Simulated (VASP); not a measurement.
# GdN (Fm-3m) in VASP: further runs

Runs on GdN. Level: PBE+D3(BJ). Tasks: single point.

All numbers are computed with VASP 6.6.1; they aren't measurements. Logs are shortened: lines on timing, memory, paths and dates and some standing lists are left out, and cuts for length are marked.

## (1) The cell of the first run

It takes space group Fm-3m (No. 225, cubic). The conventional cell has a = 4.999 Å, b = 4.999 Å, c = 4.999 Å, α = 90.00°, β = 90.00°, γ = 90.00°. Gd (site symmetry m-3m) has 6 N at 2.50 Å within 3.3 Å. Within 3.3 Å of N (site symmetry m-3m) lie 6 Gd at 2.50 Å.

## (2) Single point, PBE+D3(BJ), collinear spin, ferromagnetic start

INCAR

```
SYSTEM = GdN
PREC = Accurate ; ENCUT = 600
EDIFF = 1E-6 ; ISMEAR = 0
SIGMA = 0.1 ; LREAL = .False.
LASPH = .True. ; NELM = 200
ALGO = Normal ; ISIF = 2
LWAVE = .False. ; LCHARG = .True.
ISPIN = 2 ; MAGMOM = 7 0
LORBIT = 11 ; LMAXMIX = 6
GGA = PE ; IVDW = 12
LELF = .True. ; LVHAR = .True.
NBANDS = 22 ; GGA_COMPAT = .False.
```

KPOINTS

```
Automatic mesh
0
Gamma
  6 6 6
  0 0 0
```

POSCAR

```
GdN
1.0
    0.0000000000      2.4995000000      2.4995000000
    2.4995000000      0.0000000000      2.4995000000
    2.4995000000      2.4995000000      0.0000000000
Gd N
1 1
Direct
    0.0000000000      0.0000000000      0.0000000000
    0.5000000000      0.5000000000      0.5000000000
```

Potentials or basis: VASP PAW PBE potentials, release 64 (Gd, N).

Started as:

```
cat potpaw_PBE.64/Gd/POTCAR potpaw_PBE.64/N/POTCAR > POTCAR
mpirun -np 1 vasp_std > vasp.out
```

OUTCAR:

```text
SYSTEM = GdN
   PREC = Accurate
   ENCUT = 600
   EDIFF = 1E-6
   ISMEAR = 0
   LREAL = .False.
   LASPH = .True.
   NELM = 200
   ISIF = 2
   ISPIN = 2
   LORBIT = 11
   GGA = PE
   IVDW = 12
 IVDW          = 12

 ion  position               nearest neighbor table
   1  0.000  0.000  0.000-   2 2.50   2 2.50   2 2.50   2 2.50   2 2.50   2 2.50
   2  0.500  0.500  0.500-   1 2.50   1 2.50   1 2.50   1 2.50   1 2.50   1 2.50

  LATTYP: Found a face centered cubic cell.
 ALAT       =     4.9990000000

  Lattice vectors:

 A1 = (   0.0000000000,   2.4995000000,   2.4995000000)
 A2 = (   2.4995000000,   0.0000000000,   2.4995000000)
 A3 = (   2.4995000000,   2.4995000000,   0.0000000000)

Analysis of symmetry for initial positions (statically):
=====================================================================
 Subroutine PRICEL returns:
 Original cell was already a primitive cell.

 Routine SETGRP: Setting up the symmetry group for a
 face centered cubic supercell.

 Subroutine GETGRP returns: Found 48 space group operations
 (whereof 48 operations were pure point group operations)
 out of a pool of 48 trial point group operations.

The static configuration has the point symmetry O_h .

Analysis of symmetry for dynamics (positions and initial velocities):
=====================================================================
 Subroutine PRICEL returns:
 Original cell was already a primitive cell.

 Routine SETGRP: Setting up the symmetry group for a
 face centered cubic supercell.

 Subroutine GETGRP returns: Found 48 space group operations
 (whereof 48 operations were pure point group operations)
 out of a pool of 48 trial point group operations.

The dynamic configuration has the point symmetry O_h .

Analysis of structural, dynamic, and magnetic symmetry:
=====================================================================
 Subroutine PRICEL returns:
 Original cell was already a primitive cell.

 Routine SETGRP: Setting up the symmetry group for a
 face centered cubic supercell.

 Subroutine GETGRP returns: Found 48 space group operations
 (whereof 48 operations were pure point group operations)
 out of a pool of 48 trial point group operations.

The overall configuration has the point symmetry O_h .

 Subroutine INISYM returns: Found 48 space group operations
 (whereof 48 operations are pure point group operations),
 and found     1 'primitive' translations

----------------------------------------------------------------------------------------

                                     Primitive cell

  volume of cell :      31.2313

  direct lattice vectors                    reciprocal lattice vectors
     0.000000000  2.499500000  2.499500000    -0.200040008  0.200040008  0.200040008
     2.499500000  0.000000000  2.499500000     0.200040008 -0.200040008  0.200040008
     2.499500000  2.499500000  0.000000000     0.200040008  0.200040008 -0.200040008

  length of vectors
     3.534826799  3.534826799  3.534826799     0.346479457  0.346479457  0.346479457

  position of ions in fractional coordinates (direct lattice)
     0.000000000  0.000000000  0.000000000
     0.500000000  0.500000000  0.500000000

  ion indices of the primitive-cell ions
   primitive index   ion index
                 1           1
                 2           2

----------------------------------------------------------------------------------------

 KPOINTS: Automatic mesh

Automatic generation of k-mesh.
 Grid dimensions read from file:
 generate k-points for:    6    6    6

 Generating k-lattice:

  Cartesian coordinates                     Fractional coordinates (reciprocal lattice)
    -0.033340001  0.033340001  0.033340001     0.166666667  0.000000000  0.000000000
     0.033340001 -0.033340001  0.033340001     0.000000000  0.166666667  0.000000000
     0.033340001  0.033340001 -0.033340001     0.000000000  0.000000000  0.166666667

  Length of vectors
     0.057746576  0.057746576  0.057746576

  Shift w.r.t. Gamma in fractional coordinates (k-lattice)
     0.000000000  0.000000000  0.000000000

 Subroutine IBZKPT returns following result:
 ===========================================

 Found     16 irreducible k-points:

 Following reciprocal coordinates:
            Coordinates               Weight
  0.000000  0.000000  0.000000      1.000000
  0.166667  0.000000  0.000000      8.000000
  0.333333  0.000000  0.000000      8.000000
  0.500000  0.000000  0.000000      4.000000
  0.166667  0.166667  0.000000      6.000000
  0.333333  0.166667  0.000000     24.000000
[... 8 lines left out ...]
 -0.333333  0.333333  0.166667     24.000000
 -0.333333  0.500000  0.166667     12.000000
   k-points           NKPTS =     16   k-points in BZ     NKDIM =     16   number of bands    NBANDS=     22
   number of dos      NEDOS =    301   number of ions     NIONS =      2
   total plane-waves  NPLWV =  21952
   dimension x,y,z NGX =    28 NGY =   28 NGZ =   28
   dimension x,y,z NGXF=    56 NGYF=   56 NGZF=   56
   ions per type =               1   1
   NGX,Y,Z   is equivalent  to a cutoff of  13.17, 13.17, 13.17 a.u.
   NGXF,Y,Z  is equivalent  to a cutoff of  26.34, 26.34, 26.34 a.u.
 SYSTEM =  GdN
   PREC   = accura    normal or accurate (medium, high low for compatibility)
   ISTART =      0    job   : 0-new  1-cont  2-samecut
   ICHARG =      2    charge: 1-file 2-atom 10-const
   ISPIN  =      2    spin polarized calculation?
   LNONCOLLINEAR =      F non collinear calculations
   LSORBIT =      F    spin-orbit coupling
   LASPH  =      T    aspherical Exc in radial PAW
   ENCUT  =  600.0 eV  44.10 Ry    6.64 a.u.   7.06  7.06  7.06*2*pi/ulx,y,z
   NELM   =    200;   NELMIN=  2; NELMDL= -5     # of ELM steps
   EDIFF  = 0.1E-05   stopping-criterion for ELM
   LREAL  =      F    real-space projection
   EDIFFG = 0.1E-04   stopping-criterion for IOM
   NSW    =      0    number of steps for IOM
   IBRION =     -1    ionic relax: 0-MD 1-quasi-New 2-CG
   NFREE  =      0    steps in history (QN), initial steepest desc. (CG)
   ISIF   =      2    stress and relaxation
   ISYM   =      2    0-nonsym 1-usesym 2-fastsym
   POTIM  = 0.5000    time-step for ionic-motion
   TEBEG  =    0.0;   TEEND  =   0.0 temperature during run
   PSTRESS=    0.0 pullay stress
   NELECT =      23.0000    total number of electrons
   NUPDOWN=      -1.0000    fix difference up-down
   EMIN   =  10.00;   EMAX   =-10.00  energy-range for DOS
   EFERMI =   0.00;   METHOD = LEGACY
   ISMEAR =     0;   SIGMA  =   0.10  broadening in eV -4-tet -1-fermi 0-gaus
   EFERMI_NEDOS =   21; number of points for ismear=-14 and -15
   IALGO  =     38    algorithm
   IMIX   =      4    mixing-type and parameters
     AMIX     =   0.40;   BMIX     =  1.00
     AMIX_MAG =   1.60;   BMIX_MAG =  1.00
  volume/ion in A,a.u.               =      15.62       105.38
  Fermi-wavevector in a.u.,A,eV,Ry     =   1.478385  2.793743 29.737208  2.185623
  Thomas-Fermi vector in A             =   2.592673
   LORBIT       =     11    0 simple, 1 ext, 2 COOP (PROOUT), +10 PAW based schemes
   GGA     = PE    functional components
   LHFCALC =     F    Hartree Fock is set to
   AEXX    =    0.0000 exact exchange contribution
   IVDW    =    12    specifies the selected vdW correction
   LEPSILON=     F    determine dielectric tensor
   LRPA    =     F    only Hartree local field effects (RPA)
 spin polarized calculation
 Gauss-broadening in eV      SIGMA  =   0.10
  energy-cutoff  :      600.00
  volume of cell :       31.23
 maximum number of plane-waves:      1056
   NGX = 15   NGY = 15   NGZ = 15

 number of electron      23.0000005 magnetization       6.9999856

 Free energy of the ion-electron system (eV)
  ---------------------------------------------------
  ext. energy  EPLUGINS =         0.00000000
  ---------------------------------------------------
  free energy    TOTEN  =       -23.21391515 eV

  energy without entropy =      -23.21376100  energy(sigma->0) =      -23.21383808

 E-fermi :   3.8328     XC(G=0): -11.5354

 val. band max:        3.6655527229   @ k =   0.5000   0.5000   0.0000
 cond. band min:       3.9870461763   @ k =   0.3333   0.3333   0.0000
 fundamental gap:      0.3214934534
 Fermi energy:         3.8327562747

 spin component 1

 k-point     1 :       0.0000    0.0000    0.0000
  band No.  band energies     occupation
      1     -39.9198      1.00000
      2     -16.9232      1.00000
      3     -16.9232      1.00000
      4     -16.9232      1.00000
      5      -9.1555      1.00000
      6       0.2443      1.00000
[... 14 lines left out ...]
     21       8.4654      0.00000
     22      14.5003      0.00000

 k-point     2 :       0.1667    0.0000    0.0000
  band No.  band energies     occupation
      1     -39.8979      1.00000
      2     -17.2371      1.00000
      3     -16.9461      1.00000
      4     -16.9461      1.00000
      5      -8.7154      1.00000
      6       0.1675      1.00000
[... 14 lines left out ...]
     21       9.8242      0.00000
     22      16.0852      0.00000

 k-point     3 :       0.3333    0.0000    0.0000
  band No.  band energies     occupation
      1     -39.8535      1.00000
      2     -17.7925      1.00000
      3     -16.9914      1.00000
      4     -16.9914      1.00000
      5      -7.8791      1.00000
      6      -0.1256      1.00000
[... 14 lines left out ...]
     21      12.2313      0.00000
     22      17.4930      0.00000
[... 276 lines left out ...]
 k-point    15 :      -0.3333    0.3333    0.1667
  band No.  band energies     occupation
      1     -39.8097      1.00000
      2     -17.7316      1.00000
      3     -17.4053      1.00000
      4     -17.1822      1.00000
      5      -8.0971      1.00000
      6       0.2295      1.00000
[... 14 lines left out ...]
     21      15.3811      0.00000
     22      15.6173      0.00000

 k-point    16 :      -0.3333    0.5000    0.1667
  band No.  band energies     occupation
      1     -39.8026      1.00000
      2     -17.6589      1.00000
      3     -17.3950      1.00000
      4     -17.3171      1.00000
      5      -8.4185      1.00000
      6       0.2863      1.00000
[... 14 lines left out ...]
     21      14.7537      0.00000
     22      15.6435      0.00000
 Fermi energy:         3.8327562747

 spin component 2

 k-point     1 :       0.0000    0.0000    0.0000
  band No.  band energies     occupation
      1     -36.8215      1.00000
      2     -14.6799      1.00000
      3     -14.6799      1.00000
      4     -14.6799      1.00000
      5      -9.1430      1.00000
      6       3.0223      1.00000
[... 14 lines left out ...]
     21       9.4242      0.00000
     22      15.4247      0.00000

 k-point     2 :       0.1667    0.0000    0.0000
  band No.  band energies     occupation
      1     -36.7931      1.00000
      2     -15.1218      1.00000
      3     -14.7058      1.00000
      4     -14.7058      1.00000
      5      -8.6150      1.00000
      6       2.0139      1.00000
[... 14 lines left out ...]
     21      10.7487      0.00000
     22      17.0009      0.00000

 k-point     3 :       0.3333    0.0000    0.0000
  band No.  band energies     occupation
      1     -36.7356      1.00000
      2     -15.8481      1.00000
      3     -14.7568      1.00000
      4     -14.7568      1.00000
      5      -7.6936      1.00000
      6       0.4776      1.00000
[... 14 lines left out ...]
     21      13.1497      0.00000
     22      18.6477      0.00000
[... 276 lines left out ...]
 k-point    15 :      -0.3333    0.3333    0.1667
  band No.  band energies     occupation
      1     -36.6789      1.00000
      2     -15.7362      1.00000
      3     -15.2775      1.00000
      4     -15.0081      1.00000
      5      -8.0189      1.00000
      6       1.0972      1.00000
[... 14 lines left out ...]
     21      16.2050      0.00000
     22      16.6260      0.00000

 k-point    16 :      -0.3333    0.5000    0.1667
  band No.  band energies     occupation
      1     -36.6697      1.00000
      2     -15.5911      1.00000
      3     -15.2651      1.00000
      4     -15.2088      1.00000
      5      -8.4080      1.00000
      6       1.8307      1.00000
[... 14 lines left out ...]
     21      15.6723      0.00000
     22      16.5975      0.00000

------------------------ aborting loop because EDIFF is reached ----------------------------------------

 Edisp (eV)   -0.75555

 E8    (eV) :    -0.3549

  FORCE on cell =-STRESS in cart. coord.  units (eV):
  Direction    XX          YY          ZZ          XY          YZ          ZX
  --------------------------------------------------------------------------------------
  -------------------------------------------------------------------------------------
  Total      -1.00604    -1.00604    -1.00604    -0.00000    -0.00000    -0.00000
  in kB     -51.61010   -51.61010   -51.61010    -0.00000    -0.00000    -0.00000
  external pressure =      -51.61 kB  Pullay stress =        0.00 kB

 VOLUME and BASIS-vectors are now :
 -----------------------------------------------------------------------------
  energy-cutoff  :      600.00
  volume of cell :       31.23
      direct lattice vectors                 reciprocal lattice vectors
     0.000000000  2.499500000  2.499500000    -0.200040008  0.200040008  0.200040008
     2.499500000  0.000000000  2.499500000     0.200040008 -0.200040008  0.200040008
     2.499500000  2.499500000  0.000000000     0.200040008  0.200040008 -0.200040008

 POSITION                                       TOTAL-FORCE (eV/Angst)
 -----------------------------------------------------------------------------------
      0.00000      0.00000      0.00000         0.000000     -0.000000      0.000000
      2.49950      2.49950      2.49950        -0.000000      0.000000     -0.000000
 -----------------------------------------------------------------------------------
    total drift:                                0.000000      0.000000      0.000000

  FREE ENERGIE OF THE ION-ELECTRON SYSTEM (eV)
  ---------------------------------------------------
  free  energy   TOTEN  =       -23.9694688376 eV

  energy  without entropy=      -23.9693146860  energy(sigma->0) =      -23.96939176

 total charge

# of ion       s       p       d       f       tot
--------------------------------------------------
    1        2.033   5.661   0.526   7.000  15.220
    2        1.246   2.373   0.000   0.000   3.619
--------------------------------------------------
tot          3.279   8.034   0.526   7.000  18.839

 magnetization (x)

# of ion       s       p       d       f       tot
--------------------------------------------------
    1       -0.006  -0.080   0.080   6.808   6.802
    2       -0.007  -0.073   0.000   0.000  -0.080
--------------------------------------------------
tot         -0.013  -0.153   0.080   6.808   6.722
```

Wall time 3.2 min (1 thread of Intel Xeon 8259CL, shared host); peak memory 0.21 GiB.

Results:

| Quantity | Value |
| --- | --- |
| Free energy | -23.9695 eV |
| Pressure | -5.2 GPa |
| Band gap on the k mesh | zero (filled and empty bands overlap) |
| Net moment | 7.00 μB per cell |
| Site moments | Gd +6.80; N -0.08 μB |
| Valence electrons inside the program's atomic spheres | Gd 15.22; N 3.62 |
| Dispersion energy per atom | -0.378 eV |

Levels at points of the mesh, in eV from the Fermi level:
Spin up:
```
           k point  band 12  band 13  band 14  band 15  band 16  band 17  band 18  band 19
(0.00, 0.00, 0.00)    -3.20     0.28     0.28     0.28     2.53     2.53     2.53     3.18
(0.50, 0.00, 0.00)    -3.19    -3.19    -2.51    -2.51     5.10     5.86     5.86     6.62
(0.50, 0.50, 0.00)    -3.26    -1.43    -0.41    -0.17    -0.17     6.49     6.50     7.56
```
Spin down:
| k point | band 6 | band 7 | band 8 | band 9 | band 10 | band 11 |
| --- | --- | --- | --- | --- | --- | --- |
| (0.00, 0.00, 0.00) | -0.81 | -0.81 | -0.81 | 1.72 | 2.25 | 2.25 |
| (0.50, 0.00, 0.00) | -4.02 | -2.39 | -2.39 | 1.85 | 1.95 | 1.95 |
| (0.50, 0.50, 0.00) | -1.09 | -0.77 | -0.77 | 0.29 | 2.00 | 2.06 |

Caveat: the k points lie up to 0.36 Å⁻¹ apart; spin-orbit coupling is left out, which moves the levels of the heavy elements; a cell with one magnetic atom can't hold antiferromagnetic order, which such compounds often take; semilocal functionals describe open f shells poorly, which spoils levels, moments and volumes.

(Part 1 of 2 ends here.)
